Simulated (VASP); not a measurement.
# KBr (Pmma) in VASP: a series of runs, part 2 of 3

VASP 6.6.1.

### Step 3. Single point, LDA (atoms displaced along a vibrational mode, the cell strained)

The input, INCAR:

```
SYSTEM = KBr
ALGO = Normal
EDIFF = 1E-7
ENCUT = 520
GGA = CA
ISIF = 2
ISMEAR = 0
LASPH = .True.
LCHARG = .True.
LELF = .True.
LREAL = .False.
LVHAR = .True.
LWAVE = .False.
NBANDS = 24
NELM = 80
PREC = Accurate
SIGMA = 0.05
```

The input, KPOINTS:

```
k-points
0
Gamma
  6 6 4
  0 0 0
```

The input, POSCAR:

```
KBr
1.0
    3.9257624872      0.0000000000      0.0000000000
    0.0000000000      3.9257624872      0.0000000000
    0.0000000000      0.0000000000      7.8515249743
K Br
2 2
Direct
    0.0000000000      0.0000000000      0.0000000000
    0.0000000000      0.0000000000      0.5000000000
    0.3836557226      0.5000000000      0.2500000000
    0.6163442774      0.5000000000      0.7500000000
```

Potentials or basis: VASP PAW LDA potentials, release 64 (K_sv, Br).

Started as:

```bash
$ cat potpaw_LDA.64/K_sv/POTCAR potpaw_LDA.64/Br/POTCAR > POTCAR
$ mpirun -np 1 vasp_std > vasp.out
```

OUTCAR:

```text
SYSTEM = KBr
   EDIFF = 1E-7
   ENCUT = 520
   GGA = CA
   ISIF = 2
   ISMEAR = 0
   LASPH = .True.
   LREAL = .False.
   NELM = 80
   PREC = Accurate

 ion  position               nearest neighbor table
   1  0.000  0.000  0.000-   3 3.16   4 3.16   3 3.16   4 3.16
   2  0.000  0.000  0.500-   3 3.16   4 3.16   3 3.16   4 3.16
   3  0.384  0.500  0.250-   1 3.16   2 3.16   1 3.16   2 3.16
   4  0.616  0.500  0.750-   1 3.16   2 3.16   1 3.16   2 3.16

  LATTYP: Found a simple tetragonal cell.
 ALAT       =     3.9257624872
 C/A-ratio  =     2.0000000000

  Lattice vectors:

 A1 = (   3.9257624872,   0.0000000000,   0.0000000000)
 A2 = (   0.0000000000,   3.9257624872,   0.0000000000)
 A3 = (   0.0000000000,   0.0000000000,   7.8515249743)

Analysis of symmetry for initial positions (statically):
=====================================================================
 Subroutine PRICEL returns:
 Original cell was already a primitive cell.

 Routine SETGRP: Setting up the symmetry group for a
 simple tetragonal supercell.

 Subroutine GETGRP returns: Found  8 space group operations
 (whereof  4 operations were pure point group operations)
 out of a pool of 16 trial point group operations.

The static configuration has the point symmetry C_2h.
 The point group associated with its full space group is D_2h.

Analysis of symmetry for dynamics (positions and initial velocities):
=====================================================================
 Subroutine PRICEL returns:
 Original cell was already a primitive cell.

 Routine SETGRP: Setting up the symmetry group for a
 simple tetragonal supercell.

[... 122 lines left out ...]
   EMIN   =  10.00;   EMAX   =-10.00  energy-range for DOS
   EFERMI =   0.00;   METHOD = LEGACY
   ISMEAR =     0;   SIGMA  =   0.05  broadening in eV -4-tet -1-fermi 0-gaus
   EFERMI_NEDOS =   21; number of points for ismear=-14 and -15
   IALGO  =     38    algorithm
   IMIX   =      4    mixing-type and parameters
     AMIX     =   0.40;   BMIX     =  1.00
     AMIX_MAG =   1.60;   BMIX_MAG =  1.00
  volume/ion in A,a.u.               =      30.25       204.14
  Fermi-wavevector in a.u.,A,eV,Ry     =   1.050810  1.985743 15.023571  1.104201
  Thomas-Fermi vector in A             =   2.185828
   LORBIT       =      0    0 simple, 1 ext, 2 COOP (PROOUT), +10 PAW based schemes
   GGA     = CA    functional components
   LHFCALC =     F    Hartree Fock is set to
   AEXX    =    0.0000 exact exchange contribution
   IVDW    =     0    specifies the selected vdW correction
   LEPSILON=     F    determine dielectric tensor
   LRPA    =     F    only Hartree local field effects (RPA)
 non-spin polarized calculation
 Gauss-broadening in eV      SIGMA  =   0.05
  energy-cutoff  :      520.00
  volume of cell :      121.00
 maximum number of plane-waves:      3301
 NGX is ok and might be reduce to    30
   NGX = 15   NGY = 15   NGZ = 29

 number of electron      31.9999998 magnetization

 Free energy of the ion-electron system (eV)
  ---------------------------------------------------
  ext. energy  EPLUGINS =         0.00000000
  ---------------------------------------------------
  free energy    TOTEN  =       -13.38194801 eV

  energy without entropy =      -13.38194801  energy(sigma->0) =      -13.38194801

 E-fermi :  -0.1830     XC(G=0):  -8.6581

 val. band max:       -0.5009040594   @ k =   0.0000   0.5000   0.2500
 cond. band min:       3.2878072243   @ k =   0.0000   0.0000   0.0000
 fundamental gap:      3.7887112837
 Fermi energy:        -0.1830277416

 k-point     1 :       0.0000    0.0000    0.0000
  band No.  band energies     occupation
      1     -28.5509      2.00000
      2     -28.5332      2.00000
      3     -13.7542      2.00000
      4     -13.4939      2.00000
      5     -12.2531      2.00000
      6     -12.2155      2.00000
[... 637 lines left out ...]
     23       8.1111      0.00000
     24       8.2856      0.00000

 [... further k-points ...]

------------------------ aborting loop because EDIFF is reached ----------------------------------------

  FORCE on cell =-STRESS in cart. coord.  units (eV):
  Direction    XX          YY          ZZ          XY          YZ          ZX
  --------------------------------------------------------------------------------------
  -------------------------------------------------------------------------------------
  Total       -0.2530713      0.0887736     -0.2213207      0.0000000      0.0000000      0.0000000
  in kB       -3.3508221      1.1754184     -2.9304243      0.0000000      0.0000000      0.0000000
  external PRESSURE =      -1.7019427 kB  Pullay stress =       0.0000000 kB

 VOLUME and BASIS-vectors are now :
 -----------------------------------------------------------------------------
  energy-cutoff  :      520.00
  volume of cell :      121.00
      direct lattice vectors                 reciprocal lattice vectors
     3.925762487  0.000000000  0.000000000     0.254727586  0.000000000  0.000000000
     0.000000000  3.925762487  0.000000000     0.000000000  0.254727586  0.000000000
     0.000000000  0.000000000  7.851524974     0.000000000  0.000000000  0.127363793

 POSITION                                       TOTAL-FORCE (eV/Angst)
 -----------------------------------------------------------------------------------
      0.00000      0.00000      0.00000         0.000000      0.000000     -0.000000
      0.00000      0.00000      3.92576         0.000000      0.000000     -0.000000
      1.50614      1.96288      1.96288         0.312890      0.000000      0.000000
      2.41962      1.96288      5.88864        -0.312890     -0.000000     -0.000000
 -----------------------------------------------------------------------------------
    total drift:                                0.000000      0.000000      0.000000

  FREE ENERGIE OF THE ION-ELECTRON SYSTEM (eV)
  ---------------------------------------------------
  free  energy   TOTEN  =       -13.3819480052 eV

  energy  without entropy=      -13.3819480052  energy(sigma->0) =      -13.38194801
```

OSZICAR:

```text
N       E                     dE             d eps       ncg     rms          rms(c)
DAV:   1     0.238223063973E+03    0.23822E+03   -0.14182E+04  2304   0.120E+03
DAV:   2     0.580784790320E+01   -0.23242E+03   -0.21748E+03  2792   0.324E+02
DAV:   3    -0.132902037840E+02   -0.19098E+02   -0.18986E+02  3808   0.781E+01
DAV:   4    -0.137701317655E+02   -0.47993E+00   -0.47884E+00  3336   0.123E+01
DAV:   5    -0.137810255739E+02   -0.10894E-01   -0.10893E-01  3408   0.159E+00    0.534E+00
DAV:   6    -0.134474706475E+02    0.33355E+00   -0.45053E-01  2896   0.298E+00    0.388E+00
DAV:   7    -0.133829274001E+02    0.64543E-01   -0.30204E-01  2904   0.262E+00    0.153E+00
DAV:   8    -0.133819826998E+02    0.94470E-03   -0.67602E-02  3328   0.144E+00    0.247E-01
DAV:   9    -0.133819208671E+02    0.61833E-04   -0.15496E-03  3168   0.202E-01    0.128E-01
DAV:  10    -0.133819563365E+02   -0.35469E-04   -0.28468E-04  3384   0.932E-02    0.307E-02
DAV:  11    -0.133819473440E+02    0.89925E-05   -0.41755E-05  3128   0.312E-02    0.972E-03
DAV:  12    -0.133819479114E+02   -0.56738E-06   -0.51989E-06  3120   0.145E-02    0.326E-03
DAV:  13    -0.133819480052E+02   -0.93819E-07   -0.76548E-07  2992   0.413E-03
   1 F= -.13381948E+02 E0= -.13381948E+02  d E =-.109993E-20
```

stdout:

```text
POSCAR found type information on POSCAR K Br
 POSCAR found :  2 types and       4 ions
 scaLAPACK will be used
 LDA part: xc-table for (Slater(with rela. corr.)+CA(PZ))
 , standard interpolation
 POSCAR, INCAR and KPOINTS ok, starting setup
 FFT: planning ... GRIDC
 FFT: planning ... GRID_SOFT
 FFT: planning ... GRID
 WAVECAR not read
 entering main loop
```

Wall time 96 s (1 thread of Intel Xeon Platinum 8259CL at 2.50GHz (Skylake/Cascade Lake), shared host); peak memory 0.25 GiB.

What came out:

```
Free energy            : -13.3819 eV
Pressure               : -0.2 GPa
Largest force          : 0.313 eV/Å
Band gap on the k mesh : 3.79 eV (least direct gap 3.97 eV)
```

Forces in eV/Å, atoms in the order of the input:
```
K    0.000  0.000  0.000
K    0.000  0.000  0.000
Br   0.313  0.000  0.000
Br  -0.313  0.000  0.000
```

Caveat: the cell differs from its parent crystal (atoms displaced along a vibrational mode, the cell strained).

### Step 4. Single point, LDA (atoms displaced along a vibrational mode, the cell strained)

The input, INCAR:

```
SYSTEM = KBr
PREC = Accurate
ENCUT = 520
EDIFF = 1E-7
ISMEAR = 0
SIGMA = 0.05
LREAL = .FALSE.
LASPH = .TRUE.
NELM = 60
ALGO = Normal
ISIF = 2
LWAVE = .FALSE.
LCHARG = .TRUE.
GGA = CA
LELF = .TRUE.
LVHAR = .TRUE.
NBANDS = 24
```

The input, KPOINTS:

```
regular mesh
0
G
  6 6 4
  0 0 0
```

POSCAR: that of step 3 with these lines changed.

```diff
@@ -10,3 +10,3 @@
     0.0000000000      0.0000000000      0.5000000000
-    0.3836557226      0.5000000000      0.2500000000
-    0.6163442774      0.5000000000      0.7500000000
+    0.4418278613      0.5000000000      0.2500000000
+    0.5581721387      0.5000000000      0.7500000000
```

Started as:

```bash
$ cat potpaw_LDA.64/K_sv/POTCAR potpaw_LDA.64/Br/POTCAR > POTCAR
$ mpirun -np 1 vasp_std > vasp.out
```

It took 1.8 min on 1 thread of Intel Xeon Platinum 8259CL at 2.50GHz (Skylake/Cascade Lake), shared host; peak memory 0.25 GiB.

The run converged. Its results:

```
Free energy            : -13.4834 eV
Pressure               : -1.1 GPa
Largest force          : 0.138 eV/Å
Band gap on the k mesh : 3.78 eV (least direct gap 4.03 eV)
```

Forces in eV/Å, atoms in the order of the input:
```
K    0.000  0.000  0.000
K    0.000  0.000  0.000
Br   0.138  0.000  0.000
Br  -0.138  0.000  0.000
```

Stress tensor (GPa, compression positive):
```
-1.13  0.00  0.00
 0.00 -1.06  0.00
 0.00  0.00 -1.19
```

Levels at points of the mesh, in eV from the valence-band top:
```csv
k point,band 13,band 14,band 15,band 16,band 17,band 18,band 19,band 20
"(0.00, 0.00, 0.00)",-0.31,-0.31,-0.29,-0.26,3.78,5.45,5.58,6.47
"(0.50, 0.00, 0.00)",-1.55,-0.38,-0.30,0.00,5.05,6.29,6.55,6.89
"(0.00, 0.50, 0.00)",-1.56,-0.35,-0.25,0.00,4.95,6.30,6.51,6.81
"(0.50, 0.50, 0.00)",-1.68,-1.57,-1.57,-0.05,4.93,6.33,7.21,7.37
"(0.00, 0.00, 0.50)",-0.30,-0.30,-0.28,-0.28,5.06,5.06,6.00,6.00
"(0.50, 0.00, 0.50)",-0.99,-0.99,-0.16,-0.16,5.92,5.92,6.59,6.59
"(0.00, 0.50, 0.50)",-1.04,-1.04,-0.11,-0.11,5.95,5.95,6.59,6.59
"(0.50, 0.50, 0.50)",-1.64,-1.64,-0.96,-0.96,5.85,5.85,7.27,7.27
```

Caveat: the cell differs from its parent crystal (atoms displaced along a vibrational mode, the cell strained). A k mesh can miss the band edges.

### Step 5. Single point, LDA (atoms displaced along a vibrational mode, the cell strained)

The input, INCAR:

```
PREC = Accurate ; ENCUT = 520
EDIFF = 1E-6 ; ISMEAR = 0
SIGMA = 0.05 ; LREAL = False
LASPH = True ; NELM = 80
ALGO = Normal ; ISIF = 2
LWAVE = False ; LCHARG = False
NBANDS = 24
```

The input, KPOINTS:

```
regular mesh
0
Gamma
  6 6 4
```

The input, POSCAR:

```
KBr
1.0
    3.7982230815      0.0000000000      0.0000000000
    0.0000000000      3.7982230815      0.0000000000
    0.0000000000      0.0000000000      7.5964461630
K Br
2 2
Direct
    0.0000000000      0.0000000000      0.0000000000
    0.0000000000      0.0000000000      0.5000000000
    0.4418278613      0.5000000000      0.2500000000
    0.5581721387      0.5000000000      0.7500000000
```

Potentials or basis: VASP PAW LDA potentials, release 64 (K_sv, Br).

Started as:

```bash
$ cat potpaw_LDA.64/K_sv/POTCAR potpaw_LDA.64/Br/POTCAR > POTCAR
$ mpirun -np 1 vasp_std > vasp.out
```

OUTCAR:

```text
PREC = Accurate
   ENCUT = 520
   EDIFF = 1E-6
   ISMEAR = 0
   LREAL = False
   LASPH = True
   NELM = 80
   ISIF = 2

 ion  position               nearest neighbor table
   1  0.000  0.000  0.000-   3 3.17   4 3.17   3 3.17   4 3.17   2 3.80   2 3.80
   2  0.000  0.000  0.500-   3 3.17   4 3.17   3 3.17   4 3.17   1 3.80   1 3.80
   3  0.442  0.500  0.250-   1 3.17   2 3.17   1 3.17   2 3.17
   4  0.558  0.500  0.750-   1 3.17   2 3.17   1 3.17   2 3.17

  LATTYP: Found a simple tetragonal cell.
 ALAT       =     3.7982230815
 C/A-ratio  =     2.0000000000

  Lattice vectors:

 A1 = (   3.7982230815,   0.0000000000,   0.0000000000)
 A2 = (   0.0000000000,   3.7982230815,   0.0000000000)
 A3 = (   0.0000000000,   0.0000000000,   7.5964461630)

Analysis of symmetry for initial positions (statically):
=====================================================================
 Subroutine PRICEL returns:
 Original cell was already a primitive cell.

 Routine SETGRP: Setting up the symmetry group for a
 simple tetragonal supercell.

[... 171 lines left out ...]

 E-fermi :   0.3806     XC(G=0):  -9.1117

 val. band max:        0.1285386181   @ k =   0.5000   0.0000   0.0000
 cond. band min:       4.2703962204   @ k =   0.0000   0.0000   0.0000
 fundamental gap:      4.1418576023
 Fermi energy:         0.3805611688

 k-point     1 :       0.0000    0.0000    0.0000
  band No.  band energies     occupation
      1     -27.9265      2.00000
      2     -27.9002      2.00000
      3     -13.3435      2.00000
      4     -13.1163      2.00000
      5     -11.5842      2.00000
      6     -11.5714      2.00000
[... 637 lines left out ...]
     23       8.9515      0.00000
     24       9.1501      0.00000

 [... further k-points ...]

------------------------ aborting loop because EDIFF is reached ----------------------------------------

  FORCE on cell =-STRESS in cart. coord.  units (eV):
  Direction    XX          YY          ZZ          XY          YZ          ZX
  --------------------------------------------------------------------------------------
  -------------------------------------------------------------------------------------
  Total        0.7225287      0.9141005      0.7913066      0.0000000      0.0000000     -0.0000000
  in kB       10.5631707     13.3638973     11.5686840      0.0000000      0.0000000     -0.0000000
  external PRESSURE =      11.8319173 kB  Pullay stress =       0.0000000 kB

 VOLUME and BASIS-vectors are now :
 -----------------------------------------------------------------------------
  energy-cutoff  :      520.00
  volume of cell :      109.59
      direct lattice vectors                 reciprocal lattice vectors
     3.798223082  0.000000000  0.000000000     0.263281008  0.000000000  0.000000000
     0.000000000  3.798223082  0.000000000     0.000000000  0.263281008  0.000000000
     0.000000000  0.000000000  7.596446163     0.000000000  0.000000000  0.131640504

 POSITION                                       TOTAL-FORCE (eV/Angst)
 -----------------------------------------------------------------------------------
      0.00000      0.00000      0.00000         0.000000      0.000000     -0.000000
      0.00000      0.00000      3.79822         0.000000      0.000000     -0.000000
      1.67816      1.89911      1.89911         0.266807      0.000000      0.000000
      2.12006      1.89911      5.69733        -0.266807      0.000000     -0.000000
 -----------------------------------------------------------------------------------
    total drift:                                0.000000     -0.000000      0.000000

  FREE ENERGIE OF THE ION-ELECTRON SYSTEM (eV)
  ---------------------------------------------------
  free  energy   TOTEN  =       -13.4881128774 eV

  energy  without entropy=      -13.4881128774  energy(sigma->0) =      -13.48811288
```

stdout:

```text
POSCAR found type information on POSCAR K Br
 POSCAR found :  2 types and       4 ions
 scaLAPACK will be used
 LDA part: xc-table for (Slater(with rela. corr.)+CA(PZ))
 , standard interpolation
 POSCAR, INCAR and KPOINTS ok, starting setup
 FFT: planning ... GRIDC
 FFT: planning ... GRID_SOFT
 FFT: planning ... GRID
 WAVECAR not read
 entering main loop
```

Run time: 34 s. Hardware: 1 thread of Intel Xeon 6975P-C (Granite Rapids), shared host; peak memory 0.24 GiB.

Results:

```
Free energy            : -13.4881 eV
Pressure               : 1.2 GPa
Largest force          : 0.267 eV/Å
Band gap on the k mesh : 4.14 eV (least direct gap 4.43 eV)
```

Forces on the atoms (eV/Å):
```
K    0.000  0.000  0.000
K    0.000  0.000  0.000
Br   0.267  0.000  0.000
Br  -0.267  0.000  0.000
```

Levels at points of the mesh, in eV from the valence-band top:
```tsv
k point	band 13	band 14	band 15	band 16	band 17	band 18	band 19	band 20
(0.00, 0.00, 0.00)	-0.39	-0.35	-0.32	-0.29	4.14	5.25	5.40	6.78
(0.50, 0.00, 0.00)	-1.75	-0.46	-0.38	0.00	5.02	6.33	6.85	6.98
(0.00, 0.50, 0.00)	-1.77	-0.43	-0.32	0.00	4.92	6.34	6.75	6.93
(0.50, 0.50, 0.00)	-1.99	-1.78	-1.77	-0.05	4.89	6.39	7.43	7.60
(0.00, 0.00, 0.50)	-0.35	-0.35	-0.33	-0.33	5.46	5.46	5.85	5.85
(0.50, 0.00, 0.50)	-1.14	-1.14	-0.20	-0.20	5.96	5.96	6.79	6.79
(0.00, 0.50, 0.50)	-1.20	-1.20	-0.14	-0.14	6.00	6.00	6.76	6.76
(0.50, 0.50, 0.50)	-1.90	-1.90	-1.15	-1.15	5.92	5.92	7.38	7.38
```

Caveat: the cell differs from its parent crystal (atoms displaced along a vibrational mode, the cell strained). A k mesh can miss the band edges.

[end of part 2 of 3]
